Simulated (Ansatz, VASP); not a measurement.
# Two plane-wave programs on SnGe2

The input INCAR:

```
PREC = Accurate
ENCUT = 520
EDIFF = 1E-7
ISMEAR = -1
SIGMA = 0.02
LREAL = F
LASPH = T
NELM = 60
ALGO = Normal
ISIF = 2
LWAVE = F
LCHARG = T
GGA = PE
LELF = T
LVHAR = T
NBANDS = 51
```

The input KPOINTS:

```
Automatic mesh
0
Gamma
  6 6 2
```

Contents of POSCAR:

```
SnGe2
1.0
    4.2982237539      0.0000000000      0.0000000000
   -2.1491118770      3.7223709621      0.0000000000
    0.0000000000      0.0000000000     10.5369233722
Ge Sn
4 2
Direct
    0.0000000000      0.0000000000      0.8820545252
    0.6666666667      0.3333333333      0.5350820870
    0.3333333333      0.6666666667      0.4649179130
    0.0000000000      0.0000000000      0.1179454748
    0.3333333333      0.6666666667      0.2086912127
    0.6666666667      0.3333333333      0.7913087873
```

Input for Ansatz:

```yaml
crystal:
  lattice:
    - [4.2982237539, 0.0, 0.0]
    - [-2.149111877, 3.7223709621, 0.0]
    - [0.0, 0.0, 10.5369233722]
  atoms:
    - { symbol: Ge, position: [0.0, 0.0, 0.8820545252] }
    - { symbol: Ge, position: [0.6666666667, 0.3333333333, 0.535082087] }
    - { symbol: Sn, position: [0.3333333333, 0.6666666667, 0.2086912127] }
    - { symbol: Sn, position: [0.6666666667, 0.3333333333, 0.7913087873] }
    - { symbol: Ge, position: [0.3333333333, 0.6666666667, 0.464917913] }
    - { symbol: Ge, position: [0.0, 0.0, 0.1179454748] }
kpoints:
  mp_grid: { grid: [6, 6, 2] }
hamiltonian:
  xc: pbe
scf:
  occupations: { method: fermi_dirac, width: 0.02 }
  n_extra_bands: 5
output:
  forces: true
  stress: true
  eigenvalues: true
```

Alike in both runs: task single point; functional PBE; k mesh 6 × 6 × 2; occupations fermi-dirac, width 0.02 eV; no spin polarisation.

|  | VASP | Ansatz |
| --- | --- | --- |
| version | VASP 6.6.1 | Ansatz 0.2.0 |
| potentials or method | VASP PAW PBE potentials, release 64 (Ge_d, Sn_d) | plane waves, PAW |
| plane-wave cutoff (eV) | 520 | 420 |
| valence electrons in the cell | 84 | 84 |

|  | VASP | Ansatz | Ansatz less VASP |
| --- | --- | --- | --- |
| pressure (GPa) | 0.0 | 0.0 | +0.04 |
